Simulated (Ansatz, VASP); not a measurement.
# Two plane-wave programs on In2CuO4

File INCAR:

```
ALGO = Normal
EDIFF = 1E-6
ENCUT = 520
GGA = PE
ISIF = 2
ISMEAR = 0
ISPIN = 2
LASPH = True
LCHARG = False
LMAXMIX = 4
LORBIT = 11
LREAL = False
LWAVE = False
MAGMOM = 0 0 1 0 0 0 0
NBANDS = 44
NELM = 150
PREC = Accurate
SIGMA = 0.1
```

File KPOINTS:

```
k-points
0
Gamma
  6 6 6
```

The input POSCAR:

```
In2CuO4
1.0
    5.6182972200      0.0000000000      0.0000000000
   -2.8091486100      4.8655881200      0.0000000000
    0.0000000000      0.0000000000      3.6266272600
In Cu O
2 1 4
Direct
    0.3333333300      0.6666666700      0.0000000000
    0.6666666700      0.3333333300      0.0000000000
    0.0000000000      0.0000000000      0.0000000000
    0.0000000000      0.0000000000      0.5000000000
    0.5000000000      0.0000000000      0.0000000000
    0.0000000000      0.5000000000      0.0000000000
    0.5000000000      0.5000000000      0.0000000000
```

Input for Ansatz:

```yaml
crystal:
  lattice:
    - [5.61829722, 0.0, 0.0]
    - [-2.80914861, 4.86558812, 0.0]
    - [0.0, 0.0, 3.62662726]
  atoms:
    - { symbol: In, position: [0.33333333, 0.66666667, 0.0] }
    - { symbol: In, position: [0.66666667, 0.33333333, 0.0] }
    - { symbol: Cu, position: [0.0, 0.0, 0.0], spin: 1.0 }
    - { symbol: O, position: [0.0, 0.0, 0.5] }
    - { symbol: O, position: [0.5, 0.0, 0.0] }
    - { symbol: O, position: [0.0, 0.5, 0.0] }
    - { symbol: O, position: [0.5, 0.5, 0.0] }
basis:
  ecutwfc: 420
kpoints:
  mp_grid: { grid: [6, 6, 6] }
hamiltonian:
  xc: pbe
scf:
  occupations: { method: gaussian, width: 0.1 }
  lower_state_search: "off"
output:
  forces: true
  stress: true
  eigenvalues: true
  populations: true
magnetization:
  spin_polarized: true
```

Alike in both runs: task single point; functional PBE; k mesh 6 × 6 × 6; occupations gaussian, width 0.1 eV; collinear spin.

|  | VASP | Ansatz |
| --- | --- | --- |
| version | VASP 6.6.1 | Ansatz 0.2.0 |
| potentials or method | VASP PAW PBE potentials, release 64 (In_d, Cu, O), cutoff 520 eV | scalar-relativistic, plane waves, PAW |
| valence electrons in the cell | 61 | 69 |

```tsv
	VASP	Ansatz	Ansatz less VASP
gap on the k mesh at the Fermi level (eV)	none	none	-
net moment per atom (μB)	0.13	0.13	+0.001
size of the moment on the site where the two differ most (μB)	0.42	0.43	+0.010
```

Site moments also hang on the region over which each program counts them. A gap of «none» marks a metal or a gap that the smearing closes. VASP's potentials hold 61 valence electrons a cell and Ansatz's 69, so a difference there can come from the potentials and not from the codes.
